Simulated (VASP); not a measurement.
# CuP (Pm-3m) in VASP: further runs

Runs on CuP. Level: PBE. Tasks: single point, relaxation of cell and atoms.

Everything below comes from runs of VASP 6.6.1. Logs are shortened: lines on timing, memory, paths and dates and some standing lists are left out, and cuts for length are marked.

## 1. The cell of the first run

The structure is cubic, space group Pm-3m (No. 221). Conventional cell: a = 3.016 Å, b = 3.016 Å, c = 3.016 Å, α = 90.00°, β = 90.00°, γ = 90.00°. Within 3.4 Å of Cu (site symmetry m-3m) lie 8 P at 2.61 Å and 6 Cu at 3.02 Å. Within 3.4 Å of P (site symmetry m-3m) lie 8 Cu at 2.61 Å and 6 P at 3.02 Å.

## 2. Single point, PBE

File INCAR:

```
SYSTEM = CuP
PREC = Accurate
ENCUT = 520
EDIFF = 1E-7
ISMEAR = 0
SIGMA = 0.1
LREAL = .FALSE.
LASPH = .TRUE.
NELM = 60
ALGO = Normal
ISIF = 2
LWAVE = .FALSE.
LCHARG = .FALSE.
GGA = PE
NBANDS = 15
```

File KPOINTS:

```
regular mesh
0
G
  18 18 18
  0 0 0
```

File POSCAR:

```
CuP
1.0
    3.0159764766      0.0000000000      0.0000000000
    0.0000000000      3.0159764766      0.0000000000
    0.0000000000      0.0000000000      3.0159764766
Cu P
1 1
Direct
    0.0000000000      0.0000000000      0.0000000000
    0.5000000000      0.5000000000      0.5000000000
```

Potentials or basis: VASP PAW PBE potentials, release 64 (Cu, P).

Started as:

```console
> cat potpaw_PBE.64/Cu/POTCAR potpaw_PBE.64/P/POTCAR > POTCAR
> mpirun -np 1 vasp_std > vasp.out
```

OUTCAR:

```text
SYSTEM = CuP
   PREC = Accurate
   ENCUT = 520
   EDIFF = 1E-7
   ISMEAR = 0
   LREAL = .FALSE.
   LASPH = .TRUE.
   NELM = 60
   ISIF = 2
   GGA = PE

 ion  position               nearest neighbor table
   1  0.000  0.000  0.000-   2 2.61   2 2.61   2 2.61   2 2.61   2 2.61   2 2.61   2 2.61   2 2.61

   2  0.500  0.500  0.500-   1 2.61   1 2.61   1 2.61   1 2.61   1 2.61   1 2.61   1 2.61   1 2.61

  LATTYP: Found a simple cubic cell.
 ALAT       =     3.0159764766

  Lattice vectors:

 A1 = (   3.0159764766,   0.0000000000,   0.0000000000)
 A2 = (   0.0000000000,   3.0159764766,   0.0000000000)
 A3 = (   0.0000000000,   0.0000000000,   3.0159764766)

Analysis of symmetry for initial positions (statically):
=====================================================================
 Subroutine PRICEL returns:
 Original cell was already a primitive cell.

 Routine SETGRP: Setting up the symmetry group for a
 simple cubic supercell.

 Subroutine GETGRP returns: Found 48 space group operations
 (whereof 48 operations were pure point group operations)
 out of a pool of 48 trial point group operations.

The static configuration has the point symmetry O_h .

Analysis of symmetry for dynamics (positions and initial velocities):
=====================================================================
 Subroutine PRICEL returns:
 Original cell was already a primitive cell.

 Routine SETGRP: Setting up the symmetry group for a
 simple cubic supercell.

 Subroutine GETGRP returns: Found 48 space group operations
 (whereof 48 operations were pure point group operations)
 out of a pool of 48 trial point group operations.

The dynamic configuration has the point symmetry O_h .

 Subroutine INISYM returns: Found 48 space group operations
 (whereof 48 operations are pure point group operations),
 and found     1 'primitive' translations

----------------------------------------------------------------------------------------

                                     Primitive cell

  volume of cell :      27.4337

  direct lattice vectors                    reciprocal lattice vectors
     3.015976477  0.000000000  0.000000000     0.331567573  0.000000000  0.000000000
     0.000000000  3.015976477  0.000000000     0.000000000  0.331567573  0.000000000
     0.000000000  0.000000000  3.015976477     0.000000000  0.000000000  0.331567573

  length of vectors
     3.015976477  3.015976477  3.015976477     0.331567573  0.331567573  0.331567573

  position of ions in fractional coordinates (direct lattice)
     0.000000000  0.000000000  0.000000000
     0.500000000  0.500000000  0.500000000

  ion indices of the primitive-cell ions
   primitive index   ion index
                 1           1
                 2           2

----------------------------------------------------------------------------------------

 KPOINTS: regular mesh

Automatic generation of k-mesh.
 Grid dimensions read from file:
 generate k-points for:   18   18   18

 Generating k-lattice:

  Cartesian coordinates                     Fractional coordinates (reciprocal lattice)
     0.018420421  0.000000000  0.000000000     0.055555556  0.000000000  0.000000000
     0.000000000  0.018420421  0.000000000     0.000000000  0.055555556  0.000000000
     0.000000000  0.000000000  0.018420421     0.000000000  0.000000000  0.055555556

  Length of vectors
     0.018420421  0.018420421  0.018420421

  Shift w.r.t. Gamma in fractional coordinates (k-lattice)
     0.000000000  0.000000000  0.000000000

 Subroutine IBZKPT returns following result:
 ===========================================

 Found    220 irreducible k-points:

 Following reciprocal coordinates:
            Coordinates               Weight
  0.000000  0.000000  0.000000      1.000000
  0.055556  0.000000  0.000000      6.000000
  0.111111  0.000000  0.000000      6.000000
  0.166667  0.000000  0.000000      6.000000
  0.222222  0.000000  0.000000      6.000000
  0.277778  0.000000  0.000000      6.000000
[... 16 lines left out ...]
  0.277778  0.111111  0.000000     24.000000
  0.333333  0.111111  0.000000     24.000000
 [... further k-points ...]
   k-points           NKPTS =    220   k-points in BZ     NKDIM =    220   number of bands    NBANDS=     15
   number of dos      NEDOS =    301   number of ions     NIONS =      2
   total plane-waves  NPLWV =  13824
   dimension x,y,z NGX =    24 NGY =   24 NGZ =   24
   dimension x,y,z NGXF=    48 NGYF=   48 NGZF=   48
   ions per type =               1   1
   NGX,Y,Z   is equivalent  to a cutoff of  13.23, 13.23, 13.23 a.u.
   NGXF,Y,Z  is equivalent  to a cutoff of  26.46, 26.46, 26.46 a.u.
 SYSTEM =  CuP
   PREC   = accura    normal or accurate (medium, high low for compatibility)
   ISTART =      0    job   : 0-new  1-cont  2-samecut
   ICHARG =      2    charge: 1-file 2-atom 10-const
   ISPIN  =      1    spin polarized calculation?
   LNONCOLLINEAR =      F non collinear calculations
   LSORBIT =      F    spin-orbit coupling
   LASPH  =      T    aspherical Exc in radial PAW
   ENCUT  =  520.0 eV  38.22 Ry    6.18 a.u.   5.61  5.61  5.61*2*pi/ulx,y,z
   NELM   =     60;   NELMIN=  2; NELMDL= -5     # of ELM steps
   EDIFF  = 0.1E-06   stopping-criterion for ELM
   LREAL  =      F    real-space projection
   EDIFFG = 0.1E-05   stopping-criterion for IOM
   NSW    =      0    number of steps for IOM
   IBRION =     -1    ionic relax: 0-MD 1-quasi-New 2-CG
   NFREE  =      0    steps in history (QN), initial steepest desc. (CG)
   ISIF   =      2    stress and relaxation
   ISYM   =      2    0-nonsym 1-usesym 2-fastsym
   POTIM  = 0.5000    time-step for ionic-motion
   TEBEG  =    0.0;   TEEND  =   0.0 temperature during run
   PSTRESS=    0.0 pullay stress
   NELECT =      16.0000    total number of electrons
   NUPDOWN=      -1.0000    fix difference up-down
   EMIN   =  10.00;   EMAX   =-10.00  energy-range for DOS
   EFERMI =   0.00;   METHOD = LEGACY
   ISMEAR =     0;   SIGMA  =   0.10  broadening in eV -4-tet -1-fermi 0-gaus
   EFERMI_NEDOS =   21; number of points for ismear=-14 and -15
   IALGO  =     38    algorithm
   IMIX   =      4    mixing-type and parameters
     AMIX     =   0.40;   BMIX     =  1.00
     AMIX_MAG =   1.60;   BMIX_MAG =  1.00
  volume/ion in A,a.u.               =      13.72        92.57
  Fermi-wavevector in a.u.,A,eV,Ry     =   1.367792  2.584753 25.454544  1.870856
  Thomas-Fermi vector in A             =   2.493814
   LORBIT       =      0    0 simple, 1 ext, 2 COOP (PROOUT), +10 PAW based schemes
   GGA     = PE    functional components
   LHFCALC =     F    Hartree Fock is set to
   AEXX    =    0.0000 exact exchange contribution
   IVDW    =     0    specifies the selected vdW correction
   LEPSILON=     F    determine dielectric tensor
   LRPA    =     F    only Hartree local field effects (RPA)
 non-spin polarized calculation
 Gauss-broadening in eV      SIGMA  =   0.10
  energy-cutoff  :      520.00
  volume of cell :       27.43
 maximum number of plane-waves:       756
 NGX is ok and might be reduce to    24
   NGX = 11   NGY = 11   NGZ = 11

 number of electron      16.0000006 magnetization

 Free energy of the ion-electron system (eV)
  ---------------------------------------------------
  ext. energy  EPLUGINS =         0.00000000
  ---------------------------------------------------
  free energy    TOTEN  =        -8.33888808 eV

  energy without entropy =       -8.33400535  energy(sigma->0) =       -8.33644672

 E-fermi :   8.7482     XC(G=0): -11.8232

 val. band max:        8.7386106469   @ k =   0.4444   0.4444   0.1111
 cond. band min:       8.7573701538   @ k =   0.5000   0.3889   0.3333
 fundamental gap:      0.0187595069
 Fermi energy:         8.7481582433

 k-point     1 :       0.0000    0.0000    0.0000
  band No.  band energies     occupation
      1      -5.5165      2.00000
      2       4.5467      2.00000
      3       4.5467      2.00000
      4       5.5622      2.00000
      5       5.5622      2.00000
      6       5.5622      2.00000
      7       8.7709      0.74773
      8       8.7709      0.74773
      9       8.7709      0.74773
     10      12.6200      0.00000
     11      14.7606      0.00000
     12      14.7606      0.00000
     13      24.8257      0.00000
     14      24.8257      0.00000
     15      24.8265      0.00000

 k-point     2 :       0.0556    0.0000    0.0000
  band No.  band energies     occupation
      1      -5.4718      2.00000
      2       4.5259      2.00000
      3       4.5550      2.00000
      4       5.5330      2.00000
      5       5.5330      2.00000
      6       5.5641      2.00000
      7       8.3879      2.00000
      8       8.8386      0.20108
      9       8.8386      0.20108
     10      12.8431      0.00000
     11      14.7739      0.00000
     12      15.0573      0.00000
     13      23.7182      0.00000
     14      23.7182      0.00000
     15      24.8235      0.00000

 k-point     3 :       0.1111    0.0000    0.0000
  band No.  band energies     occupation
      1      -5.3386      2.00000
      2       4.4369      2.00000
      3       4.5793      2.00000
      4       5.4537      2.00000
      5       5.4537      2.00000
      6       5.5695      2.00000
      7       7.5715      2.00000
      8       9.0327      0.00006
      9       9.0327      0.00006
     10      13.2064      0.00000
     11      14.8132      0.00000
     12      15.9361      0.00000
     13      22.4561      0.00000
     14      22.4561      0.00000
     15      24.1443      0.00000
[... 343 lines left out ...]
 k-point    23 :       0.2778    0.1111    0.0000
  band No.  band energies     occupation
      1      -4.2824      2.00000
      2       2.9916      2.00000
      3       4.6383      2.00000
      4       5.0411      2.00000
      5       5.1273      2.00000
      6       5.5403      2.00000
      7       6.1506      2.00000
      8       8.8437      0.17677
      9      10.2830      0.00000
     10      14.5915      0.00000
     11      16.2383      0.00000
     12      17.1397      0.00000
     13      19.0602      0.00000
     14      19.9767      0.00000
     15      23.0016      0.00000

 k-point    24 :       0.3333    0.1111    0.0000
  band No.  band energies     occupation
      1      -3.8665      2.00000
      2       2.1653      2.00000
      3       4.6909      2.00000
      4       4.9787      2.00000
      5       5.0361      2.00000
      6       5.5536      2.00000
      7       6.0543      2.00000
      8       9.2628      0.00000
      9      10.6953      0.00000
     10      14.8046      0.00000
     11      15.9894      0.00000
     12      16.7056      0.00000
     13      18.1643      0.00000
     14      19.9946      0.00000
     15      23.8334      0.00000

 [... further k-points ...]
[... 5 lines left out ...]
  --------------------------------------------------------------------------------------
  -------------------------------------------------------------------------------------
  Total        0.0341503      0.0341503      0.0341503     -0.0000000     -0.0000000     -0.0000000
  in kB        1.9944386      1.9944386      1.9944386     -0.0000000     -0.0000000     -0.0000000
  external PRESSURE =       1.9944386 kB  Pullay stress =       0.0000000 kB

 VOLUME and BASIS-vectors are now :
 -----------------------------------------------------------------------------
  energy-cutoff  :      520.00
  volume of cell :       27.43
      direct lattice vectors                 reciprocal lattice vectors
     3.015976477  0.000000000  0.000000000     0.331567573  0.000000000  0.000000000
     0.000000000  3.015976477  0.000000000     0.000000000  0.331567573  0.000000000
     0.000000000  0.000000000  3.015976477     0.000000000  0.000000000  0.331567573

 POSITION                                       TOTAL-FORCE (eV/Angst)
 -----------------------------------------------------------------------------------
      0.00000      0.00000      0.00000         0.000000      0.000000      0.000000
      1.50799      1.50799      1.50799         0.000000      0.000000      0.000000
 -----------------------------------------------------------------------------------
    total drift:                                0.000000      0.000000      0.000000

  FREE ENERGIE OF THE ION-ELECTRON SYSTEM (eV)
  ---------------------------------------------------
  free  energy   TOTEN  =        -8.3388880836 eV

  energy  without entropy=       -8.3340053468  energy(sigma->0) =       -8.33644672
```

Wall time 42 s (1 thread of AMD EPYC 9R45 (Zen 5), shared host); peak memory 0.18 GiB.

What came out:

- Free energy: -8.3389 eV
- Pressure: 0.2 GPa
- Band gap on the k mesh: zero (bands 8 and 9 overlap by 3.90 eV)

## 3. Relaxation of cell and atoms, PBE

This run uses another cell than the first one, of 13.78 Å³/atom.

File INCAR:

```
SYSTEM = CuP
PREC = Accurate
ENCUT = 600
EDIFF = 1E-6
ISMEAR = 0
SIGMA = 0.1
LREAL = .False.
LASPH = .True.
NELM = 100
ALGO = Normal
ISIF = 3
LWAVE = .False.
LCHARG = .False.
GGA = PE
IBRION = 2
NSW = 100
EDIFFG = -0.01
```

File KPOINTS:

```
Automatic mesh
0
Gamma
  18 18 18
  0 0 0
```

File POSCAR:

```
CuP
1.0
    3.0206839980      0.0000000000      0.0000000000
    0.0000000000      3.0206839980      0.0000000000
    0.0000000000      0.0000000000      3.0206839980
Cu P
1 1
Direct
    0.0000000000      0.0000000000      0.0000000000
    0.5000000000      0.5000000000      0.5000000000
```

Potentials or basis: VASP PAW PBE potentials, release 64 (Cu, P).

Started as:

```console
> cat potpaw_PBE.64/Cu/POTCAR potpaw_PBE.64/P/POTCAR > POTCAR
> mpirun -np 1 vasp_std > vasp.out
```

OUTCAR:

```text
SYSTEM = CuP
   PREC = Accurate
   ENCUT = 600
   EDIFF = 1E-6
   ISMEAR = 0
   LREAL = .False.
   LASPH = .True.
   NELM = 100
   ISIF = 3
   GGA = PE
   IBRION = 2
   NSW = 100
   EDIFFG = -0.01

 ion  position               nearest neighbor table
   1  0.000  0.000  0.000-   2 2.62   2 2.62   2 2.62   2 2.62   2 2.62   2 2.62   2 2.62   2 2.62

   2  0.500  0.500  0.500-   1 2.62   1 2.62   1 2.62   1 2.62   1 2.62   1 2.62   1 2.62   1 2.62

  LATTYP: Found a simple cubic cell.
[... 590 lines left out ...]
      8       9.2305      0.00000
      9      10.6601      0.00000
     10      14.7652      0.00000
     11      15.9530      0.00000
     12      16.6693      0.00000

 [... further k-points ...]
[... 5 lines left out ...]
  --------------------------------------------------------------------------------------
  -------------------------------------------------------------------------------------
  Total       -0.0083981     -0.0083981     -0.0083981      0.0000000      0.0000000     -0.0000000
  in kB       -0.4893935     -0.4893935     -0.4893935      0.0000000      0.0000000     -0.0000000
  external PRESSURE =      -0.4893935 kB  Pullay stress =       0.0000000 kB

 VOLUME and BASIS-vectors are now :
 -----------------------------------------------------------------------------
  energy-cutoff  :      600.00
  volume of cell :       27.49
      direct lattice vectors                 reciprocal lattice vectors
     3.018172825  0.000000000 -0.000000000     0.331326288  0.000000000  0.000000000
    -0.000000000  3.018172825  0.000000000    -0.000000000  0.331326288 -0.000000000
    -0.000000000  0.000000000  3.018172825     0.000000000  0.000000000  0.331326288

 POSITION                                       TOTAL-FORCE (eV/Angst)
 -----------------------------------------------------------------------------------
      0.00000      0.00000      0.00000         0.000000      0.000000      0.000000
      1.50909      1.50909      1.50909        -0.000000      0.000000      0.000000
 -----------------------------------------------------------------------------------
    total drift:                               -0.000000      0.000000      0.000000

  FREE ENERGIE OF THE ION-ELECTRON SYSTEM (eV)
  ---------------------------------------------------
  free  energy   TOTEN  =        -8.3392775008 eV

  energy  without entropy=       -8.3344041624  energy(sigma->0) =       -8.33684083

 reached required accuracy - stopping structural energy minimisation
```

OSZICAR:

```text
N       E                     dE             d eps       ncg     rms          rms(c)
DAV:   1     0.828062178416E+02    0.82806E+02   -0.84331E+03  5328   0.204E+03
DAV:   2    -0.492628208993E+01   -0.87732E+02   -0.82006E+02  5392   0.291E+02
DAV:   3    -0.991042435748E+01   -0.49841E+01   -0.45191E+01  6732   0.775E+01
DAV:   4    -0.100413061531E+02   -0.13088E+00   -0.13022E+00  6316   0.106E+01
[... 14 lines left out ...]
DAV:   2    -0.834146066042E+01   -0.39487E-03   -0.21745E-02  6080   0.568E+00    0.314E-01
DAV:   3    -0.833933550847E+01    0.21252E-02   -0.71039E-03  6068   0.333E+00    0.633E-02
DAV:   4    -0.833928205455E+01    0.53454E-04   -0.18200E-04  6192   0.179E-01    0.172E-02
DAV:   5    -0.833927811181E+01    0.39427E-05   -0.94862E-06  8048   0.916E-02    0.722E-03
DAV:   6    -0.833927750082E+01    0.61099E-06   -0.12975E-06  3528   0.182E-02
   2 F= -.83392775E+01 E0= -.83368408E+01  d E =-.935943E-04
```

CONTCAR:

```text
CuP
   1.00000000000000
     3.0181728246096324    0.0000000000000000   -0.0000000000000000
    -0.0000000000000000    3.0181728246096324    0.0000000000000000
    -0.0000000000000000    0.0000000000000000    3.0181728246096324
  Cu              P
     1     1
Direct
     0.0000000000000000    0.0000000000000000    0.0000000000000000
     0.5000000000000000    0.5000000000000000    0.5000000000000000

  0.00000000E+00  0.00000000E+00  0.00000000E+00
  0.00000000E+00  0.00000000E+00  0.00000000E+00
```

Wall time 44 s (1 thread of AMD EPYC 9R45 (Zen 5), shared host); peak memory 0.19 GiB.

What came out:

```yaml
Free_energy: -8.3393 eV
Relaxed_volume: 13.75 Å³/atom
Relaxed_cell: a = 3.018 Å, b = 3.018 Å, c = 3.018 Å, α = 90.00°, β = 90.00°, γ = 90.00°
Space_group_after_relaxing_to_0.1_Å: Pm-3m (No. 221)
Energy_gained_by_relaxing: 0.0 meV/atom
Ionic_steps: 2
Pressure_after_relaxing: 0.0 GPa
Band_gap_on_the_k_mesh: zero (bands 8 and 9 overlap by 3.89 eV)
```

Final structure:
```xyz
2
Lattice="3.0182 0.0000 0.0000 0.0000 3.0182 0.0000 0.0000 0.0000 3.0182" Properties=species:S:1:pos:R:3 pbc="T T T"
Cu    0.0000    0.0000    0.0000
P     1.5091    1.5091    1.5091
```
